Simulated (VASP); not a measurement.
# S (C2/c) in VASP: notebook

The runs below take S through single point, with PBE.

All numbers are computed with VASP 6.6.1; they aren't measurements. Logs are shortened: lines on timing, memory, paths and dates and some standing lists are left out, and cuts for length are marked.

### 1 The cell of the first run

Symmetry: C2/c, No. 15, monoclinic system. The conventional cell has a = 13.694 Å, b = 11.044 Å, c = 9.537 Å, α = 90.00°, β = 103.21°, γ = 90.00°. S (site symmetry 1) has 2 S at 2.07 to 2.09 Å within 2.7 Å. S (site symmetry 1) has 2 S at 2.07 Å within 2.7 Å. Within 2.7 Å of S (site symmetry 1) lie 2 S at 2.07 to 2.09 Å. S (site symmetry 1) has 2 S at 2.05 to 2.09 Å within 2.7 Å. S (site symmetry 1) has 2 S at 2.05 to 2.09 Å within 2.7 Å.

### 2 Single point, PBE

File INCAR:

```
ALGO = Normal ; EDIFF = 1E-6
ENCUT = 520 ; GGA = PE
ISIF = 2 ; ISMEAR = 0
LASPH = T ; LCHARG = F
LREAL = Auto ; LWAVE = F
NBANDS = 76 ; NELM = 100
PREC = Accurate ; SIGMA = 0.02
```

File KPOINTS:

```
k-points
0
Gamma
  4 4 4
```

File POSCAR:

```
S
1.0
    6.8458426315     -5.5220733992      0.1340859893
    6.8458426315      5.5220733992      0.1340859893
   -2.3612030603      0.0000000000      9.2402852102
S
20
Direct
    0.7545032948      0.9390707632      0.1575117895
    1.0116043991      0.6030180063      0.8092461312
   -0.0116043991      0.3969819937      0.1907538688
    0.2454967052      0.0609292368      0.8424882105
    0.3936866979      0.7618721248      0.5867602638
    0.5278195612      0.6131417106      0.7297782063
    0.9390707632      0.7545032948      0.6575117895
    0.0209505675      0.1186597202      0.7274855500
    0.3969819937     -0.0116043991      0.6907538688
    0.0609292368      0.2454967052      0.3424882105
    0.8813402798      0.9790494325      0.7725144500
    0.6131417106      0.5278195612      0.2297782063
    0.7618721248      0.3936866979      0.0867602638
    0.9790494325      0.8813402798      0.2725144500
    0.6063133021      0.2381278752      0.4132397362
    0.1186597202      0.0209505675      0.2274855500
    0.6030180063      1.0116043991      0.3092461312
    0.3868582894      0.4721804388      0.7702217937
    0.4721804388      0.3868582894      0.2702217937
    0.2381278752      0.6063133021      0.9132397362
```

Potentials or basis: VASP PAW PBE potentials, release 64 (S).

On the command line:

```console
cat potpaw_PBE.64/S/POTCAR > POTCAR
mpirun -np 1 vasp_std > vasp.out
```

OUTCAR:

```text
EDIFF = 1E-6
   ENCUT = 520
   GGA = PE
   ISIF = 2
   ISMEAR = 0
   LASPH = T
   LREAL = Auto
   NELM = 100
   PREC = Accurate

 ion  position               nearest neighbor table
   1  0.755  0.939  0.158-  17 2.07  14 2.09
   2  0.012  0.603  0.809-  20 2.07   7 2.07
   3  0.988  0.397  0.191-  13 2.07  10 2.07
   4  0.245  0.061  0.842-   9 2.07   8 2.09
   5  0.394  0.762  0.587-   9 2.07   6 2.09
   6  0.528  0.613  0.730-  18 2.05   5 2.09
[... 12 lines left out ...]
  19  0.472  0.387  0.270-  12 2.05  15 2.09
  20  0.238  0.606  0.913-   2 2.07  18 2.09

  LATTYP: Found a base centered monoclinic cell.
 ALAT       =    13.6943112843
 B/A-ratio  =     0.8064769793
 C/A-ratio  =     0.6964350424
 COS(beta)  =    -0.2285577190

  Lattice vectors:

 A1 = (   6.8458426315,  -5.5220733992,   0.1340859893)
 A2 = (   6.8458426315,   5.5220733992,   0.1340859893)
 A3 = (  -2.3612030603,   0.0000000000,   9.2402852102)

Analysis of symmetry for initial positions (statically):
=====================================================================
 Subroutine PRICEL returns:
 Original cell was already a primitive cell.

 Routine SETGRP: Setting up the symmetry group for a
 base centered monoclinic supercell.

 Subroutine GETGRP returns: Found  4 space group operations
 (whereof  2 operations were pure point group operations)
 out of a pool of  4 trial point group operations.

The static configuration has the point symmetry S_2 .
 The point group associated with its full space group is C_2h.

Analysis of symmetry for dynamics (positions and initial velocities):
=====================================================================
 Subroutine PRICEL returns:
 Original cell was already a primitive cell.

 Routine SETGRP: Setting up the symmetry group for a
 base centered monoclinic supercell.

 Subroutine GETGRP returns: Found  4 space group operations
 (whereof  2 operations were pure point group operations)
 out of a pool of  4 trial point group operations.

The dynamic configuration has the point symmetry S_2 .
 The point group associated with its full space group is C_2h.

 Subroutine INISYM returns: Found  4 space group operations
 (whereof  2 operations are pure point group operations),
 and found     1 'primitive' translations

----------------------------------------------------------------------------------------

                                     Primitive cell

  volume of cell :     702.1222

  direct lattice vectors                    reciprocal lattice vectors
     6.845842632 -5.522073399  0.134085989     0.072673298 -0.090545700  0.018570467
     6.845842632  5.522073399  0.134085989     0.072673298  0.090545700  0.018570467
    -2.361203060  0.000000000  9.240285210    -0.002109128  0.000000000  0.107682815

  length of vectors
     8.796410348  8.796410348  9.537198260     0.117578885  0.117578885  0.107703468

  position of ions in fractional coordinates (direct lattice)
     0.754503295  0.939070763  0.157511789
     0.011604399  0.603018006  0.809246131
     0.988395601  0.396981994  0.190753869
     0.245496705  0.060929237  0.842488211
     0.393686698  0.761872125  0.586760264
     0.527819561  0.613141711  0.729778206
[... 12 lines left out ...]
     0.472180439  0.386858289  0.270221794
     0.238127875  0.606313302  0.913239736

  ion indices of the primitive-cell ions
   primitive index   ion index
                 1           1
                 2           2
                 3           3
                 4           4
                 5           5
                 6           6
[... 12 lines left out ...]
                19          19
                20          20

----------------------------------------------------------------------------------------

 KPOINTS: k-points

Automatic generation of k-mesh.
 Grid dimensions read from file:
 generate k-points for:    4    4    4

 Generating k-lattice:

  Cartesian coordinates                     Fractional coordinates (reciprocal lattice)
     0.018168324 -0.022636425  0.004642617     0.250000000 -0.000000000  0.000000000
     0.018168324  0.022636425  0.004642617    -0.000000000  0.250000000  0.000000000
    -0.000527282  0.000000000  0.026920704     0.000000000  0.000000000  0.250000000

  Length of vectors
     0.029394721  0.029394721  0.026925867

  Shift w.r.t. Gamma in fractional coordinates (k-lattice)
     0.000000000  0.000000000  0.000000000

 Subroutine IBZKPT returns following result:
 ===========================================

 Found     24 irreducible k-points:

 Following reciprocal coordinates:
            Coordinates               Weight
  0.000000  0.000000  0.000000      1.000000
  0.250000 -0.000000 -0.000000      4.000000
  0.500000 -0.000000 -0.000000      2.000000
  0.250000  0.250000 -0.000000      2.000000
  0.500000  0.250000 -0.000000      4.000000
 -0.250000  0.250000  0.000000      2.000000
[... 16 lines left out ...]
 -0.250000  0.250000  0.500000      2.000000
  0.500000  0.500000  0.500000      1.000000
   k-points           NKPTS =     24   k-points in BZ     NKDIM =     24   number of bands    NBANDS=     76
   number of dos      NEDOS =    301   number of ions     NIONS =     20
   total plane-waves  NPLWV = 352800
   dimension x,y,z NGX =    70 NGY =   70 NGZ =   72
   dimension x,y,z NGXF=   140 NGYF=  140 NGZF=  144
   ions per type =              20
   NGX,Y,Z   is equivalent  to a cutoff of  13.23, 13.23, 12.55 a.u.
   NGXF,Y,Z  is equivalent  to a cutoff of  26.46, 26.46, 25.10 a.u.
 SYSTEM =  unknown system
   PREC   = accura    normal or accurate (medium, high low for compatibility)
   ISTART =      0    job   : 0-new  1-cont  2-samecut
   ICHARG =      2    charge: 1-file 2-atom 10-const
   ISPIN  =      1    spin polarized calculation?
   LNONCOLLINEAR =      F non collinear calculations
   LSORBIT =      F    spin-orbit coupling
   LASPH  =      T    aspherical Exc in radial PAW
   ENCUT  =  520.0 eV  38.22 Ry    6.18 a.u.  16.36 16.36 17.73*2*pi/ulx,y,z
   NELM   =    100;   NELMIN=  2; NELMDL= -5     # of ELM steps
   EDIFF  = 0.1E-05   stopping-criterion for ELM
   LREAL  =      T    real-space projection
   EDIFFG = 0.1E-04   stopping-criterion for IOM
   NSW    =      0    number of steps for IOM
   IBRION =     -1    ionic relax: 0-MD 1-quasi-New 2-CG
   NFREE  =      0    steps in history (QN), initial steepest desc. (CG)
   ISIF   =      2    stress and relaxation
   ISYM   =      2    0-nonsym 1-usesym 2-fastsym
   POTIM  = 0.5000    time-step for ionic-motion
   TEBEG  =    0.0;   TEEND  =   0.0 temperature during run
   PSTRESS=    0.0 pullay stress
   NELECT =     120.0000    total number of electrons
   NUPDOWN=      -1.0000    fix difference up-down
   EMIN   =  10.00;   EMAX   =-10.00  energy-range for DOS
   EFERMI =   0.00;   METHOD = LEGACY
   ISMEAR =     0;   SIGMA  =   0.02  broadening in eV -4-tet -1-fermi 0-gaus
   EFERMI_NEDOS =   21; number of points for ismear=-14 and -15
   IALGO  =     38    algorithm
   IMIX   =      4    mixing-type and parameters
     AMIX     =   0.40;   BMIX     =  1.00
     AMIX_MAG =   1.60;   BMIX_MAG =  1.00
  volume/ion in A,a.u.               =      35.11       236.91
  Fermi-wavevector in a.u.,A,eV,Ry     =   0.908513  1.716840 11.230186  0.825395
  Thomas-Fermi vector in A             =   2.032448
   LORBIT       =      0    0 simple, 1 ext, 2 COOP (PROOUT), +10 PAW based schemes
   GGA     = PE    functional components
   LHFCALC =     F    Hartree Fock is set to
   AEXX    =    0.0000 exact exchange contribution
   IVDW    =     0    specifies the selected vdW correction
   LEPSILON=     F    determine dielectric tensor
   LRPA    =     F    only Hartree local field effects (RPA)
 non-spin polarized calculation
 Gauss-broadening in eV      SIGMA  =   0.02
  energy-cutoff  :      520.00
  volume of cell :      702.12
 maximum number of plane-waves:     18954
 NGX is ok and might be reduce to    70
   NGX = 33   NGY = 33   NGZ = 35

 number of electron     119.9999995 magnetization

 Free energy of the ion-electron system (eV)
  ---------------------------------------------------
  ext. energy  EPLUGINS =         0.00000000
  ---------------------------------------------------
  free energy    TOTEN  =       -82.09742386 eV

  energy without entropy =      -82.09742386  energy(sigma->0) =      -82.09742386

 E-fermi :   0.0199     XC(G=0):  -6.7685

 val. band max:       -0.0823150718   @ k =  -0.2500   0.2500   0.0000
 cond. band min:       2.1456283525   @ k =   0.0000   0.0000   0.0000
 fundamental gap:      2.2279434243
 Fermi energy:         0.0198845163

 k-point     1 :       0.0000    0.0000    0.0000
  band No.  band energies     occupation
      1     -16.2476      2.00000
      2     -16.2054      2.00000
      3     -15.7203      2.00000
      4     -15.6900      2.00000
      5     -15.6691      2.00000
      6     -15.6648      2.00000
[... 64 lines left out ...]
     71       3.3010      0.00000
     72       3.3798      0.00000

 k-point     2 :       0.2500   -0.0000   -0.0000
  band No.  band energies     occupation
      1     -16.2370      2.00000
      2     -16.2065      2.00000
      3     -15.7212      2.00000
      4     -15.6965      2.00000
      5     -15.6750      2.00000
      6     -15.6662      2.00000
[... 64 lines left out ...]
     71       3.2424      0.00000
     72       3.3451      0.00000

 k-point     3 :       0.5000   -0.0000   -0.0000
  band No.  band energies     occupation
      1     -16.2187      2.00000
      2     -16.2152      2.00000
      3     -15.7225      2.00000
      4     -15.7054      2.00000
      5     -15.6786      2.00000
      6     -15.6674      2.00000
[... 1564 lines left out ...]
     71       3.2145      0.00000
     72       3.2146      0.00000

 k-point    24 :       0.5000    0.5000    0.5000
  band No.  band energies     occupation
      1     -16.2068      2.00000
      2     -16.2068      2.00000
      3     -15.7172      2.00000
      4     -15.7172      2.00000
      5     -15.6849      2.00000
      6     -15.6849      2.00000
[... 64 lines left out ...]
     71       3.1637      0.00000
     72       3.1637      0.00000
 [bands above 72 left out]

------------------------ aborting loop because EDIFF is reached ----------------------------------------

  FORCE on cell =-STRESS in cart. coord.  units (eV):
  Direction    XX          YY          ZZ          XY          YZ          ZX
  --------------------------------------------------------------------------------------
  -------------------------------------------------------------------------------------
  Total       -1.7382794     -1.7653507     -1.2762806      0.0000000      0.0000000      0.1011744
  in kB       -3.9665916     -4.0283657     -2.9123534      0.0000000      0.0000000      0.2308706
  external PRESSURE =      -3.6357702 kB  Pullay stress =       0.0000000 kB

 VOLUME and BASIS-vectors are now :
 -----------------------------------------------------------------------------
  energy-cutoff  :      520.00
  volume of cell :      702.12
      direct lattice vectors                 reciprocal lattice vectors
     6.845842632 -5.522073399  0.134085989     0.072673298 -0.090545700  0.018570467
     6.845842632  5.522073399  0.134085989     0.072673298  0.090545700  0.018570467
    -2.361203060  0.000000000  9.240285210    -0.002109128  0.000000000  0.107682815

 POSITION                                       TOTAL-FORCE (eV/Angst)
 -----------------------------------------------------------------------------------
     11.22202      1.01920      1.68254         0.001932     -0.004176      0.116253
      2.29681      3.26583      7.56008         0.105750     -0.001475     -0.015737
      9.03367     -3.26583      1.94838        -0.105750      0.001475      0.015737
      0.10846     -1.01920      7.82592        -0.001932      0.004176     -0.116253
      6.52531      2.03315      5.57678         0.033283     -0.002873      0.110024
      6.08769      0.47116      6.89635        -0.081874      0.071817     -0.035449
[... 12 lines left out ...]
      5.24280     -0.47116      2.61211         0.081874     -0.071817      0.035449
      3.62457      2.03315      8.55182        -0.033283     -0.002873     -0.110024
 -----------------------------------------------------------------------------------
    total drift:                                0.000000     -0.000000     -0.000000

  FREE ENERGIE OF THE ION-ELECTRON SYSTEM (eV)
  ---------------------------------------------------
  free  energy   TOTEN  =       -82.0974238587 eV

  energy  without entropy=      -82.0974238587  energy(sigma->0) =      -82.09742386
```

Run time: 18 min. Hardware: 1 thread of Intel Xeon 6975P-C (Granite Rapids), shared host; peak memory 1.1 GiB.

What came out:

```yaml
Free_energy: -82.0974 eV
Pressure: -0.4 GPa
Largest_force: 0.118 eV/Å
Band_gap_on_the_k_mesh: 2.23 eV, indirect (least direct gap 2.32 eV)
```

Forces in eV/Å, atoms in the order of the input:
```
S    0.002 -0.004  0.116
S    0.106 -0.001 -0.016
S   -0.106  0.001  0.016
S   -0.002  0.004 -0.116
S    0.033 -0.003  0.110
S   -0.082  0.072 -0.035
S    0.002  0.004  0.116
S   -0.069 -0.072  0.062
S   -0.106 -0.001  0.016
S   -0.002 -0.004 -0.116
S    0.069 -0.072 -0.062
S   -0.082 -0.072 -0.035
S    0.033  0.003  0.110
S    0.069  0.072 -0.062
S   -0.033  0.003 -0.110
S   -0.069  0.072  0.062
S    0.106  0.001 -0.016
S    0.082  0.072  0.035
S    0.082 -0.072  0.035
S   -0.033 -0.003 -0.110
```

A k mesh can miss the band edges. A hybrid or GW would open this gap; PBE tends to underestimate it.

### 3 Single point, PBE

File INCAR:

```
PREC = Accurate
ENCUT = 520
EDIFF = 1E-6
ISMEAR = 0
SIGMA = 0.02
LREAL = Auto
LASPH = T
NELM = 100
ALGO = Normal
ISIF = 2
LWAVE = F
LCHARG = F
GGA = PE
NBANDS = 76
```

File KPOINTS:

```
Automatic mesh
0
Gamma
  4 4 4
```

POSCAR is that of step 2.

Potentials or basis: VASP PAW PBE potentials, release 64 (S).

On the command line:

```console
cat potpaw_PBE.64/S/POTCAR > POTCAR
mpirun -np 1 vasp_std > vasp.out
```

It took 25 min on 1 thread of AMD EPYC 9R45 (Zen 5), shared host; peak memory 1.1 GiB.

Results (log left out):

```
Free energy            : -82.0974 eV
Pressure               : -0.4 GPa
Largest force          : 0.118 eV/Å
Band gap on the k mesh : 2.23 eV, indirect (least direct gap 2.32 eV)
```

Forces in eV/Å, atoms in the order of the input:
```
S    0.002 -0.004  0.116
S    0.106 -0.001 -0.016
S   -0.106  0.001  0.016
S   -0.002  0.004 -0.116
S    0.033 -0.003  0.110
S   -0.082  0.072 -0.035
S    0.002  0.004  0.116
S   -0.069 -0.072  0.062
S   -0.106 -0.001  0.016
S   -0.002 -0.004 -0.116
S    0.069 -0.072 -0.062
S   -0.082 -0.072 -0.035
S    0.033  0.003  0.110
S    0.069  0.072 -0.062
S   -0.033  0.003 -0.110
S   -0.069  0.072  0.062
S    0.106  0.001 -0.016
S    0.082  0.072  0.035
S    0.082 -0.072  0.035
S   -0.033 -0.003 -0.110
```

Stress tensor (GPa, compression positive):
```
-0.40  0.00  0.02
 0.00 -0.40  0.00
 0.02  0.00 -0.29
```

Levels at points of the mesh, in eV from the valence-band top:
```tsv
k point	band 58	band 59	band 60	band 61	band 62	band 63
(0.00, 0.00, 0.00)	-0.41	-0.11	-0.11	2.23	2.51	2.74
(0.50, 0.00, 0.00)	-0.33	-0.29	0.00	2.39	2.46	2.72
(0.50, 0.50, 0.00)	-0.31	-0.15	-0.08	2.32	2.59	2.63
(0.00, 0.00, 0.50)	-0.42	-0.10	-0.10	2.35	2.35	2.78
(0.50, 0.00, 0.50)	-0.33	-0.16	-0.11	2.39	2.44	2.76
(0.50, 0.50, 0.50)	-0.30	-0.12	-0.12	2.43	2.43	2.68
```
